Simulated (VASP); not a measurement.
C, 4 atoms in the cell. Symmetry: P6_3/mmc, No. 194, hexagonal system. Conventional cell: a = 2.509 Å, b = 2.509 Å, c = 4.127 Å, α = 90.00°, β = 90.00°, γ = 120.00°. Within 2.1 Å of C (site symmetry 3m) lie 4 C at 1.54 to 1.55 Å.  This cell differs from its parent crystal: strained cell.

```yaml
Program: VASP 6.6.1
Task: single point
Functional: r2SCAN
Potentials_or_basis: VASP PAW PBE potentials, release 64 (C)
Cutoff: 520 eV
k_mesh: 9 × 9 × 6
Occupations: gaussian, width 0.02 eV
Spin: no spin polarisation
Dipole_correction: no
Further_INCAR_settings: ALGO = Normal; EDIFF = 1e-06; NBANDS = 16
```

Potentials or basis: VASP PAW PBE potentials, release 64 (C).

Launch:

```sh
$ cat potpaw_PBE.64/C/POTCAR > POTCAR
$ cp INCAR.step1 INCAR
$ mpirun -np 1 vasp_std > vasp.out
$ cp INCAR.step2 INCAR
$ mpirun -np 1 vasp_std > vasp.out
```

Hardware: 1 thread of Intel(R) Xeon(R) 6975P-C (Granite Rapids), on a shared host.

Q: How long does it take, and how much memory?

A: Wall time 34 s on 1 thread of Intel(R) Xeon(R) 6975P-C (Granite Rapids), with other jobs on the host, peak memory 0.13 GiB. Counts: k points 48.
